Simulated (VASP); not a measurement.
A run of VASP 6.6.1:

Contents of INCAR:

```
PREC = Accurate
ENCUT = 520
EDIFF = 1E-6
ISMEAR = 0
SIGMA = 0.15
LREAL = F
LASPH = T
NELM = 60
ALGO = Normal
ISIF = 2
LWAVE = F
LCHARG = F
GGA = PS
NBANDS = 16
```

Contents of KPOINTS:

```
Automatic mesh
0
Gamma
  16 16 16
```

The input POSCAR:

```
CoSi2
1.0
    0.0000000000      2.6562539720      2.6562539720
    2.6562539720      0.0000000000      2.6562539720
    2.6562539720      2.6562539720      0.0000000000
Co Si
1 2
Direct
    0.0000000000      0.0000000000      0.0000000000
    0.2500000000      0.2500000000      0.2500000000
    0.7500000000      0.7500000000      0.7500000000
```

Potentials or basis: VASP PAW PBE potentials, release 64 (Co, Si).

The run is started by

```sh
$ cat potpaw_PBE.64/Co/POTCAR potpaw_PBE.64/Si/POTCAR > POTCAR
$ mpirun -np 1 vasp_std > vasp.out
```

Hardware: 1 thread of Intel Xeon 8259CL, on a shared host.

Estimate the wall time of this run.

Run time: 2.5 min on 1 thread of Intel Xeon 8259CL, with other jobs on the host, peak memory 0.22 GiB. Counts: scf iterations 14, k points 145.
